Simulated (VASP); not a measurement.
# CaZr3N2 (P6/mmm) in VASP: notebook

The runs below take CaZr3N2 through relaxation of cell and atoms, with PBE.

Program: VASP 6.6.1. These are calculated values, not measurements. Logs are shortened: lines on timing, memory, paths and dates and some standing lists are left out, and cuts for length are marked.

**1. The cell of the first run**

The structure is hexagonal, space group P6/mmm (No. 191). Conventional cell: a = 5.652 Å, b = 5.652 Å, c = 3.238 Å, α = 90.00°, β = 90.00°, γ = 120.00°. Ca (site symmetry 6/mmm) has 2 Ca at 3.24 Å and 12 Zr at 3.26 Å and 6 N at 3.26 Å within 4.3 Å. Zr (site symmetry mmm) has 4 N at 2.30 Å and 4 Zr at 2.83 Å within 3.0 Å. Within 3.0 Å of N (site symmetry -6m2) lie 6 Zr at 2.30 Å.

The cell was generated, and may not be a known phase.

**2. Relaxation of cell and atoms, PBE**

Input file INCAR:

```
  PREC = Accurate
  ENCUT = 600
  EDIFF = 1E-7
  ISMEAR = 0
  SIGMA = 0.1
  LREAL = F
  LASPH = T
  NELM = 60
  ALGO = Normal
  ISIF = 3
  LWAVE = F
  LCHARG = F
  GGA = PE
  IBRION = 2
  NSW = 90
  EDIFFG = -0.04
```

Input file KPOINTS:

```
regular mesh
0
Gamma
  6 6 6
```

Input file POSCAR:

```
CaZr3N2
1.0
    5.6515794200      0.0000000000      0.0000000000
   -2.8257897100      4.8944113500      0.0000000000
    0.0000000000      0.0000000000      3.2375719900
Ca Zr N
1 3 2
Direct
    0.0000000000      0.0000000000      0.0000000000
    0.5000000000      0.0000000000      0.5000000000
    0.5000000000      0.5000000000      0.5000000000
    0.0000000000      0.5000000000      0.5000000000
    0.3333333300      0.6666666700      0.0000000000
    0.6666666700      0.3333333300      0.0000000000
```

Potentials or basis: VASP PAW PBE potentials, release 64 (Ca_sv, Zr_sv, N).

Started as:

```bash
> cat potpaw_PBE.64/Ca_sv/POTCAR potpaw_PBE.64/Zr_sv/POTCAR potpaw_PBE.64/N/POTCAR > POTCAR
> mpirun -np 1 vasp_std > vasp.out
```

OUTCAR:

```text
PREC = Accurate
   ENCUT = 600
   EDIFF = 1E-7
   ISMEAR = 0
   LREAL = F
   LASPH = T
   NELM = 60
   ISIF = 3
   GGA = PE
   IBRION = 2
   NSW = 90
   EDIFFG = -0.04

 ion  position               nearest neighbor table
   1  0.000  0.000  0.000-   2 3.26   2 3.26   2 3.26   2 3.26   3 3.26   4 3.26   4 3.26   4 3.26
                             4 3.26   3 3.26   3 3.26   3 3.26
   2  0.500  0.000  0.500-   5 2.30   6 2.30   5 2.30   6 2.30   3 2.83   4 2.83   3 2.83   4 2.83
                             1 3.26   1 3.26   1 3.26   1 3.26
   3  0.500  0.500  0.500-   5 2.30   6 2.30   5 2.30   6 2.30   4 2.83   4 2.83   2 2.83   2 2.83
                             1 3.26   1 3.26   1 3.26   1 3.26
   4  0.000  0.500  0.500-   5 2.30   6 2.30   5 2.30   6 2.30   3 2.83   3 2.83   2 2.83   2 2.83
                             1 3.26   1 3.26   1 3.26   1 3.26
   5  0.333  0.667  0.000-   4 2.30   4 2.30   2 2.30   2 2.30   3 2.30   3 2.30
   6  0.667  0.333  0.000-   4 2.30   4 2.30   2 2.30   2 2.30   3 2.30   3 2.30

  LATTYP: Found a hexagonal cell.
 ALAT       =     5.6515794200
 C/A-ratio  =     0.5728614515

  Lattice vectors:

 A1 = (   5.6515794200,   0.0000000000,   0.0000000000)
 A2 = (  -2.8257897100,   4.8944113500,   0.0000000000)
 A3 = (   0.0000000000,   0.0000000000,   3.2375719900)

Analysis of symmetry for initial positions (statically):
=====================================================================
 Subroutine PRICEL returns:
 Original cell was already a primitive cell.

 Routine SETGRP: Setting up the symmetry group for a
 hexagonal supercell.

 Subroutine GETGRP returns: Found 24 space group operations
 (whereof 24 operations were pure point group operations)
 out of a pool of 24 trial point group operations.

The static configuration has the point symmetry D_6h.

Analysis of symmetry for dynamics (positions and initial velocities):
=====================================================================
 Subroutine PRICEL returns:
 Original cell was already a primitive cell.

 Routine SETGRP: Setting up the symmetry group for a
 hexagonal supercell.

 Subroutine GETGRP returns: Found 24 space group operations
 (whereof 24 operations were pure point group operations)
 out of a pool of 24 trial point group operations.

The dynamic configuration has the point symmetry D_6h.

 Subroutine INISYM returns: Found 24 space group operations
 (whereof 24 operations are pure point group operations),
 and found     1 'primitive' translations

----------------------------------------------------------------------------------------

                                     Primitive cell

  volume of cell :      89.5550

  direct lattice vectors                    reciprocal lattice vectors
     5.651579420  0.000000000  0.000000000     0.176941688  0.102157331  0.000000000
    -2.825789710  4.894411350  0.000000000     0.000000000  0.204314662  0.000000000
     0.000000000  0.000000000  3.237571990     0.000000000  0.000000000  0.308873441

  length of vectors
     5.651579420  5.651579421  3.237571990     0.204314662  0.204314662  0.308873441

  position of ions in fractional coordinates (direct lattice)
     0.000000000  0.000000000  0.000000000
     0.500000000  0.000000000  0.500000000
     0.500000000  0.500000000  0.500000000
     0.000000000  0.500000000  0.500000000
     0.333333330  0.666666670  0.000000000
     0.666666670  0.333333330  0.000000000

  ion indices of the primitive-cell ions
   primitive index   ion index
                 1           1
                 2           2
                 3           3
                 4           4
                 5           5
                 6           6

----------------------------------------------------------------------------------------

 KPOINTS: regular mesh

Automatic generation of k-mesh.
 Grid dimensions read from file:
 generate k-points for:    6    6    6

 Generating k-lattice:

  Cartesian coordinates                     Fractional coordinates (reciprocal lattice)
     0.029490281  0.017026222  0.000000000     0.166666667  0.000000000  0.000000000
     0.000000000  0.034052444  0.000000000     0.000000000  0.166666667  0.000000000
     0.000000000  0.000000000  0.051478907     0.000000000  0.000000000  0.166666667

  Length of vectors
     0.034052444  0.034052444  0.051478907

  Shift w.r.t. Gamma in fractional coordinates (k-lattice)
     0.000000000  0.000000000  0.000000000

 Subroutine IBZKPT returns following result:
 ===========================================

 Found     28 irreducible k-points:

 Following reciprocal coordinates:
            Coordinates               Weight
  0.000000  0.000000  0.000000      1.000000
  0.166667 -0.000000  0.000000      6.000000
  0.333333 -0.000000  0.000000      6.000000
  0.500000 -0.000000  0.000000      3.000000
  0.166667  0.166667  0.000000      6.000000
  0.333333  0.166667  0.000000     12.000000
[... 16 lines left out ...]
  0.166667 -0.000000  0.500000      6.000000
  0.333333 -0.000000  0.500000      6.000000
 [... further k-points ...]
   k-points           NKPTS =     28   k-points in BZ     NKDIM =     28   number of bands    NBANDS=     33
   number of dos      NEDOS =    301   number of ions     NIONS =      6
   total plane-waves  NPLWV =  64512
   dimension x,y,z NGX =    48 NGY =   48 NGZ =   28
   dimension x,y,z NGXF=    96 NGYF=   96 NGZF=   56
   ions per type =               1   3   2
   NGX,Y,Z   is equivalent  to a cutoff of  14.12, 14.12, 14.38 a.u.
   NGXF,Y,Z  is equivalent  to a cutoff of  28.24, 28.24, 28.76 a.u.
 SYSTEM =  unknown system
   PREC   = accura    normal or accurate (medium, high low for compatibility)
   ISTART =      0    job   : 0-new  1-cont  2-samecut
   ICHARG =      2    charge: 1-file 2-atom 10-const
   ISPIN  =      1    spin polarized calculation?
   LNONCOLLINEAR =      F non collinear calculations
   LSORBIT =      F    spin-orbit coupling
   LASPH  =      T    aspherical Exc in radial PAW
   ENCUT  =  600.0 eV  44.10 Ry    6.64 a.u.  11.29 11.29  6.47*2*pi/ulx,y,z
   NELM   =     60;   NELMIN=  2; NELMDL= -5     # of ELM steps
   EDIFF  = 0.1E-06   stopping-criterion for ELM
   LREAL  =      F    real-space projection
   EDIFFG = -.4E-01   stopping-criterion for IOM
   NSW    =     90    number of steps for IOM
   IBRION =      2    ionic relax: 0-MD 1-quasi-New 2-CG
   NFREE  =      1    steps in history (QN), initial steepest desc. (CG)
   ISIF   =      3    stress and relaxation
   ISYM   =      2    0-nonsym 1-usesym 2-fastsym
   POTIM  = 0.5000    time-step for ionic-motion
   TEBEG  =    0.0;   TEEND  =   0.0 temperature during run
   PSTRESS=    0.0 pullay stress
   NELECT =      56.0000    total number of electrons
   NUPDOWN=      -1.0000    fix difference up-down
   EMIN   =  10.00;   EMAX   =-10.00  energy-range for DOS
   EFERMI =   0.00;   METHOD = LEGACY
   ISMEAR =     0;   SIGMA  =   0.10  broadening in eV -4-tet -1-fermi 0-gaus
   EFERMI_NEDOS =   21; number of points for ismear=-14 and -15
   IALGO  =     38    algorithm
   IMIX   =      4    mixing-type and parameters
     AMIX     =   0.40;   BMIX     =  1.00
     AMIX_MAG =   1.60;   BMIX_MAG =  1.00
  volume/ion in A,a.u.               =      14.93       100.72
  Fermi-wavevector in a.u.,A,eV,Ry     =   1.399934  2.645492 26.664909  1.959816
  Thomas-Fermi vector in A             =   2.522944
   LORBIT       =      0    0 simple, 1 ext, 2 COOP (PROOUT), +10 PAW based schemes
   GGA     = PE    functional components
   LHFCALC =     F    Hartree Fock is set to
   AEXX    =    0.0000 exact exchange contribution
   IVDW    =     0    specifies the selected vdW correction
   LEPSILON=     F    determine dielectric tensor
   LRPA    =     F    only Hartree local field effects (RPA)
 conjugate gradient relaxation of ions
 non-spin polarized calculation
 Gauss-broadening in eV      SIGMA  =   0.10
  energy-cutoff  :      600.00
  volume of cell :       89.55
 maximum number of plane-waves:      3033
 NGX is ok and might be reduce to    48
   NGX = 23   NGY = 23   NGZ = 13

--------------------------------------- Ionic step        1  -------------------------------------------

 number of electron      56.0000000 magnetization

 Free energy of the ion-electron system (eV)
  ---------------------------------------------------
  ext. energy  EPLUGINS =         0.00000000
  ---------------------------------------------------
  free energy    TOTEN  =       -47.40629049 eV

  energy without entropy =      -47.38432957  energy(sigma->0) =      -47.39531003

------------------------ aborting loop because EDIFF is reached ----------------------------------------

  FORCE on cell =-STRESS in cart. coord.  units (eV):
  Direction    XX          YY          ZZ          XY          YZ          ZX
  --------------------------------------------------------------------------------------
  -------------------------------------------------------------------------------------
  Total       14.4355212     14.4355212      4.2346180      0.0000000      0.0000000      0.0000000
  in kB      258.2577210    258.2577211     75.7591487      0.0000000      0.0000000      0.0000000
  external PRESSURE =     197.4248636 kB  Pullay stress =       0.0000000 kB
[... 145 lines left out ...]
  energy  without entropy=      -48.4566038862  energy(sigma->0) =      -48.47025269

--------------------------------------- Ionic step        5  -------------------------------------------

 number of electron      56.0000000 magnetization

 Free energy of the ion-electron system (eV)
  ---------------------------------------------------
  ext. energy  EPLUGINS =         0.00000000
  ---------------------------------------------------
  free energy    TOTEN  =       -48.48602664 eV

  energy without entropy =      -48.45892297  energy(sigma->0) =      -48.47247481

 E-fermi :   8.4899     XC(G=0): -11.1073

 val. band max:        8.4871311618   @ k =   0.1667   0.1667   0.3333
 cond. band min:       8.5465901880   @ k =   0.3333   0.1667   0.3333
 fundamental gap:      0.0594590261
 Fermi energy:         8.4899017079

 k-point     1 :       0.0000    0.0000    0.0000
  band No.  band energies     occupation
      1     -40.5563      2.00000
      2     -40.4299      2.00000
      3     -40.4299      2.00000
      4     -32.3576      2.00000
      5     -19.3814      2.00000
      6     -18.8199      2.00000
[... 853 lines left out ...]
     32       9.3943      0.00000
     33      10.8907      0.00000

 [... further k-points ...]

------------------------ aborting loop because EDIFF is reached ----------------------------------------

  FORCE on cell =-STRESS in cart. coord.  units (eV):
  Direction    XX          YY          ZZ          XY          YZ          ZX
  --------------------------------------------------------------------------------------
  -------------------------------------------------------------------------------------
  Total       -0.1538430     -0.1538430     -0.1564805      0.0000000      0.0000000      0.0000000
  in kB       -2.4127395     -2.4127395     -2.4541039      0.0000000      0.0000000      0.0000000
  external PRESSURE =      -2.4265276 kB  Pullay stress =       0.0000000 kB
[... 21 lines left out ...]
  FREE ENERGIE OF THE ION-ELECTRON SYSTEM (eV)
  ---------------------------------------------------
  free  energy   TOTEN  =       -48.4860266427 eV

  energy  without entropy=      -48.4589229717  energy(sigma->0) =      -48.47247481

 reached required accuracy - stopping structural energy minimisation
```

Wall time 4.3 min (1 thread of Intel Xeon 6975P-C (Granite Rapids), shared host); peak memory 0.31 GiB.

What came out:

```yaml
Free_energy: -48.4860 eV
Relaxed_volume: 17.03 Å³/atom
Relaxed_cell: a = 6.132 Å, b = 6.132 Å, c = 3.137 Å, α = 90.00°, β = 90.00°, γ = 120.00°
Space_group_after_relaxing_to_0.1_Å: P6/mmm (No. 191)
Energy_gained_by_relaxing: 180.0 meV/atom
Ionic_steps: 5
Pressure_after_relaxing: -0.2 GPa
Band_gap_on_the_k_mesh: zero (bands 28 and 29 overlap by 1.35 eV)
```

Step by step:
```
step  energy change (eV)  largest force (eV/Å)  pressure (GPa)  volume (Å³)
   1              0.0000                0.0000           19.74        89.55
   2             -0.4215                0.0000          -12.84       115.35
   3             -0.8975                0.0000           -2.46       103.37
   4             -1.0776                0.0000           -0.50       102.29
   5             -1.0797                0.0000           -0.24       102.16
```

Final structure:
```
CELL_PARAMETERS angstrom
6.13195 0.00000 0.00000
-3.06597 5.31042 0.00000
0.00000 0.00000 3.13726
ATOMIC_POSITIONS crystal
Ca 0.00000 0.00000 0.00000
Zr 0.50000 0.00000 0.50000
Zr 0.50000 0.50000 0.50000
Zr 0.00000 0.50000 0.50000
N 0.33333 0.66667 0.00000
N 0.66667 0.33333 0.00000
```

**3. Relaxation of cell and atoms, PBE**

This run uses another cell than the first one, of 16.97 Å³/atom.

Input file INCAR:

```
ALGO     = Normal         # electronic algorithm
EDIFF    = 1E-6           # SCF threshold, eV
EDIFFG   = -0.01          # ionic threshold
ENCUT    = 600            # plane-wave cutoff, eV
GGA      = PE             # functional
IBRION   = 2              # ionic algorithm
ISIF     = 3              # what is computed and relaxed
ISMEAR   = 0              # smearing method
LASPH    = True           # aspherical terms in the spheres
LCHARG   = False          # write CHGCAR
LREAL    = False          # projectors in reciprocal space
LWAVE    = False          # write WAVECAR
NELM     = 80             # most SCF steps
NSW      = 100            # ionic steps
PREC     = Accurate       # precision mode
SIGMA    = 0.1            # smearing width, eV
```

Input file KPOINTS:

```
k-points
0
Gamma
  6 6 12
```

Input file POSCAR:

```
CaZr3N2
1.0
    6.1251133126      0.0000000000      0.0000000000
   -3.0625566563      5.3045037298      0.0000000000
    0.0000000000      0.0000000000      3.1346551713
Ca Zr N
1 3 2
Direct
    0.0000000000      0.0000000000      0.0000000000
    0.5000000000      0.0000000000      0.5000000000
    0.5000000000      0.5000000000      0.5000000000
    0.0000000000      0.5000000000      0.5000000000
    0.3333333333      0.6666666667      0.0000000000
    0.6666666667      0.3333333333      0.0000000000
```

Potentials or basis: VASP PAW PBE potentials, release 64 (Ca_sv, Zr_sv, N).

Started as:

```bash
> cat potpaw_PBE.64/Ca_sv/POTCAR potpaw_PBE.64/Zr_sv/POTCAR potpaw_PBE.64/N/POTCAR > POTCAR
> mpirun -np 1 vasp_std > vasp.out
```

Run time: 5.6 min. Hardware: 1 thread of Intel Xeon 6975P-C (Granite Rapids), shared host; peak memory 0.39 GiB.

It converged, with:

```
Free energy                           : -48.4809 eV
Relaxed volume                        : 17.00 Å³/atom
Relaxed cell                          : a = 6.136 Å, b = 6.136 Å, c = 3.129 Å, α = 90.00°, β = 90.00°, γ = 120.00°
Space group after relaxing (to 0.1 Å) : P6/mmm (No. 191)
Energy gained by relaxing             : 0.1 meV/atom
Ionic steps                           : 5
Pressure after relaxing               : 0.0 GPa
Band gap on the k mesh                : zero (bands 28 and 29 overlap by 1.39 eV)
```

The path:
```
step  energy change (eV)  largest force (eV/Å)  pressure (GPa)  volume (Å³)
   1              0.0000                0.0000            0.19       101.85
   2             -0.0005                0.0000           -0.17       102.15
   3             -0.0005                0.0000           -0.13       102.11
   4             -0.0005                0.0000            0.06       101.98
   5             -0.0006                0.0000            0.02       102.02
```

Final structure:
```
CELL_PARAMETERS angstrom
6.13630 0.00000 0.00000
-3.06815 5.31420 0.00000
0.00000 0.00000 3.12866
ATOMIC_POSITIONS crystal
Ca 0.00000 0.00000 0.00000
Zr 0.50000 0.00000 0.50000
Zr 0.50000 0.50000 0.50000
Zr 0.00000 0.50000 0.50000
N 0.33333 0.66667 0.00000
N 0.66667 0.33333 0.00000
```

Levels at points of the mesh, in eV from the Fermi level:
```csv
k point,band 26,band 27,band 28,band 29,band 30,band 31
"(0.00, 0.00, 0.00)",-2.21,-1.35,-1.35,0.86,0.86,1.68
"(0.50, 0.00, 0.00)",-1.71,-1.47,-0.58,-0.39,1.27,1.38
"(0.00, 0.00, 0.50)",-1.00,-1.00,-0.20,-0.20,0.81,0.81
"(0.50, 0.00, 0.50)",-0.58,-0.27,-0.18,0.15,0.25,0.72
```

The gap in the log of VASP goes by the Fermi energy; the results here count the filled bands.